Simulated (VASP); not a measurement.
Here is a VASP 6.6.1 calculation.

File INCAR:

```
  PREC = Accurate
  ENCUT = 520
  EDIFF = 1E-6
  ISMEAR = 0
  SIGMA = 0.1
  LREAL = False
  LASPH = True
  NELM = 100
  ALGO = Normal
  ISIF = 2
  LWAVE = False
  LCHARG = True
  GGA = PE
  LELF = True
  LVHAR = True
  NBANDS = 21
```

File KPOINTS:

```
regular mesh
0
Gamma
  6 6 6
```

Contents of POSCAR:

```
Ge
1.0
    3.7035814782     -1.7465367736      0.0000000000
    3.7035814782      1.7465367736      0.0000000000
   -1.8521324121      0.0000000000      3.2734827309
Ge
2
Direct
    0.1961920809      0.1961920809      0.1967214705
    0.8038079191      0.8038079191      0.8032785295
```

Potentials or basis: VASP PAW PBE potentials, release 64 (Ge_d).

The run is started by

```sh
$ cat potpaw_PBE.64/Ge_d/POTCAR > POTCAR
$ mpirun -np 1 vasp_std > vasp.out
```

**Question.** Estimate the band gap on the k mesh.

**Answer.** Zero (bands 14 and 15 overlap by 3.64 eV).

**Question.** Predict the largest force.

**Answer.** 0.108 eV/Å.

**Question.** Estimate the pressure.

**Answer.** 0.2 GPa.

Forces in eV/Å, atoms in the order of the input:
```
Ge  -0.087  0.000 -0.065
Ge   0.087  0.000  0.065
```
